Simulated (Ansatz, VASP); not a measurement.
## One calculation of Os, two programs

File INCAR:

```
SYSTEM = Os
PREC = Accurate
ENCUT = 520
EDIFF = 1E-7
ISMEAR = -1
SIGMA = 0.05
LREAL = .False.
LASPH = .True.
NELM = 60
ALGO = Normal
ISIF = 2
LWAVE = .False.
LCHARG = .False.
GGA = PS
NBANDS = 15
```

KPOINTS

```
Automatic mesh
0
Gamma
  15 15 9
  0 0 0
```

File POSCAR:

```
Os
1.0
    2.6877503439      0.0000000000      0.0000000000
   -1.3438751720      2.3276600768      0.0000000000
    0.0000000000      0.0000000000      4.2464705989
Os
2
Direct
    0.3333333333      0.6666666667      0.2500000000
    0.6666666667      0.3333333333      0.7500000000
```

Input for Ansatz:

```yaml
crystal:
  lattice:
    - [2.6877503439, 0.0, 0.0]
    - [-1.343875172, 2.3276600768, 0.0]
    - [0.0, 0.0, 4.2464705989]
  atoms:
    - { symbol: Os, position: [0.3333333333, 0.6666666667, 0.25] }
    - { symbol: Os, position: [0.6666666667, 0.3333333333, 0.75] }
kpoints:
  mp_grid: { grid: [15, 15, 9] }
scf:
  occupations: { method: fermi_dirac, width: 0.05 }
hamiltonian:
  xc: pbesol
  pseudopotentials: { kind: all_electron, lapw: { basis_error: 0.0005 } }
output:
  forces: true
  stress: true
  eigenvalues: true
```

Change from the starting cell: volume scaled by 0.95.

Alike in both runs: task single point; functional PBEsol; k mesh 15 × 15 × 9; occupations fermi-dirac, width 0.05 eV; no spin polarisation.

|  | VASP | Ansatz |
| --- | --- | --- |
| version | VASP 6.6.1 | Ansatz 0.2.0 |
| potentials or method | VASP PAW PBE potentials, release 64 (Os), cutoff 520 eV | all-electron LAPW, scalar-relativistic |

```tsv
	VASP	Ansatz	Ansatz less VASP
pressure (GPa)	22.7	21.4	-1.27
traceless stress, the component that is largest in VASP (GPa)	1.40	1.42	+0.020
```

VASP's potentials were made for PBE, not for PBEsol. Ansatz ran all-electron here, and VASP with PAW potentials.

Neither program's run includes spin-orbit coupling.
